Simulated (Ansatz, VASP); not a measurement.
# CdO: VASP beside Ansatz

Contents of INCAR:

```
ALGO = Normal
EDIFF = 1E-6
ENCUT = 700
GGA = PE
GGA_COMPAT = False
ISIF = 2
ISMEAR = -1
LASPH = True
LCHARG = False
LREAL = False
LWAVE = False
NBANDS = 20
NELM = 120
PREC = Accurate
SIGMA = 0.1
```

File KPOINTS:

```
k-points
0
Gamma
  7 7 7
```

The input POSCAR:

```
CdO
1.0
    0.0000000000      2.3591184600      2.3591184600
    2.3591184600      0.0000000000      2.3591184600
    2.3591184600      2.3591184600      0.0000000000
Cd O
1 1
Direct
    0.0000000000      0.0000000000      0.0000000000
    0.5000000000      0.5000000000      0.5000000000
```

Input for Ansatz:

```yaml
crystal:
  lattice:
    - [0.0, 2.35911846, 2.35911846]
    - [2.35911846, 0.0, 2.35911846]
    - [2.35911846, 2.35911846, 0.0]
  atoms:
    - { symbol: Cd, position: [0.0, 0.0, 0.0] }
    - { symbol: O, position: [0.5, 0.5, 0.5] }
  symmetry: { tolerance: 0.0003 }
kpoints:
  mp_grid: { grid: [7, 7, 7], shift: [0, 0, 0] }
magnetization:
  spin_polarized: false
scf:
  occupations: { method: fermi_dirac }
hamiltonian:
  pseudopotentials: { kind: paw }
  xc: pbe
basis:
  ecutwfc: 420
output:
  forces: true
  stress: true
  eigenvalues: true
  write_density: true
  write_potential: true
  elf: true
  volumetric_format: npy
```

Alike in both runs: task single point; functional PBE; k mesh 7 × 7 × 7; no spin polarisation.

|  | VASP | Ansatz |
| --- | --- | --- |
| version | VASP 6.6.1 | Ansatz 0.2.0 |
| potentials or method | VASP PAW PBE potentials, release 64 (Cd_sv_GW, O), cutoff 700 eV | PAW plane waves |
| occupations | fermi-dirac, width 0.1 eV | fermi-dirac |
| valence electrons in the cell | 26 | 26 |

```tsv
	VASP	Ansatz	Ansatz less VASP
gap on the k mesh at the Fermi level (eV)	none	none	-
pressure (GPa)	4.1	4.3	+0.21
```

A gap of «none» marks a metal or a gap that the smearing closes.
